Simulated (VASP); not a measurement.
Hg2Pd: single point with PBE

The system is Hg2Pd.

```
CELL_PARAMETERS angstrom
6.97392 0.00000 0.00000
0.00000 7.09416 0.00000
0.00000 0.00000 3.19879
ATOMIC_POSITIONS crystal
Hg 0.22589 0.76930 0.50000
Hg 0.72589 0.73070 0.00000
Hg 0.77411 0.23070 0.50000
Hg 0.27411 0.26930 0.00000
Pd 0.50000 0.50000 0.50000
Pd 0.00000 0.00000 0.00000
```

| Item | Value |
| --- | --- |
| Program | VASP 6.6.1 |
| Task | single point |
| Functional | PBE |
| Potentials or basis | VASP PAW PBE potentials, release 64 (Hg, Pd) |
| Cutoff | 520 eV |
| k mesh | 4 × 4 × 4 |
| Occupations | gaussian, width 0.1 eV |
| Spin | no spin polarisation |

```yaml
Pressure: 0.3 GPa
Largest_force: 0.018 eV/Å
Band_gap_on_the_k_mesh: zero (bands 34 and 35 overlap by 0.95 eV)
```

Forces on the atoms (eV/Å):
```
Hg   0.016 -0.007  0.000
Hg   0.016  0.007  0.000
Hg  -0.016  0.007  0.000
Hg  -0.016 -0.007  0.000
Pd   0.000  0.000  0.000
Pd   0.000  0.000  0.000
```

Stress tensor (GPa, compression positive):
```
0.30 0.00 0.00
0.00 0.29 0.00
0.00 0.00 0.16
```

Levels at points of the mesh, in eV from the Fermi level:
| k point | band 31 | band 32 | band 33 | band 34 | band 35 | band 36 | band 37 | band 38 |
| --- | --- | --- | --- | --- | --- | --- | --- | --- |
| (0.00, 0.00, 0.00) | -1.89 | -1.88 | -1.46 | -1.46 | 0.28 | 0.39 | 0.45 | 0.84 |
| (0.50, 0.00, 0.00) | -1.71 | -1.71 | -1.65 | -1.65 | -0.84 | -0.84 | 2.50 | 2.50 |
| (0.00, 0.50, 0.00) | -1.71 | -1.71 | -1.64 | -1.64 | -0.86 | -0.86 | 2.28 | 2.28 |
| (0.50, 0.50, 0.00) | -1.88 | -1.88 | -1.47 | -1.47 | 1.75 | 1.75 | 3.19 | 3.19 |
| (0.00, 0.00, 0.50) | -1.14 | -1.14 | -0.10 | -0.10 | 1.27 | 1.27 | 1.68 | 1.68 |
| (0.50, 0.00, 0.50) | -1.80 | -1.80 | 0.07 | 0.07 | 0.68 | 0.68 | 2.42 | 2.42 |
| (0.00, 0.50, 0.50) | -1.80 | -1.80 | 0.06 | 0.06 | 0.77 | 0.77 | 2.51 | 2.51 |
| (0.50, 0.50, 0.50) | -1.01 | -1.01 | -0.27 | -0.27 | 0.25 | 0.25 | 0.56 | 0.56 |

It took 120 s on 1 thread of AMD EPYC 9R45 96-Core Processor (Zen 5) (shared host), peak memory 0.3 GiB.

Caveat: the k points lie up to 0.49 Å⁻¹ apart, too coarse for converged energies and pressures of a metal; spin-orbit coupling is left out, which moves the levels of the heavy elements.
